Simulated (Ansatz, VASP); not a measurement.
## One calculation of SnTe, two programs

```
Te Sn
1.0
     0.00000    3.53743    3.53743
     3.53743    0.00000    3.53743
     3.53743    3.53743    0.00000
Te Sn
1 1
Direct
  0.25000 0.25000 0.25000
  0.00000 0.00000 0.00000
```

Change from the starting cell: volume scaled by 0.94.

Alike in both runs: task single point; functional LDA; k mesh 7 × 7 × 7; occupations fermi-dirac, width 0.05 eV; no spin polarisation.

|  | VASP | Ansatz |
| --- | --- | --- |
| version | VASP 6.6.1 | Ansatz 0.2.0 |
| potentials or method | VASP PAW LDA potentials, release 64 (Te, Sn_d), cutoff 520 eV | all-electron LAPW, scalar-relativistic |

|  | VASP | Ansatz | Ansatz less VASP |
| --- | --- | --- | --- |
| pressure (GPa) | -0.8 | -0.8 | -0.02 |

LDA's correlation is that of Perdew and Zunger in VASP and of Perdew and Wang (1992) in Ansatz. Ansatz ran all-electron here, and VASP with PAW potentials.

Neither program's run includes spin-orbit coupling.
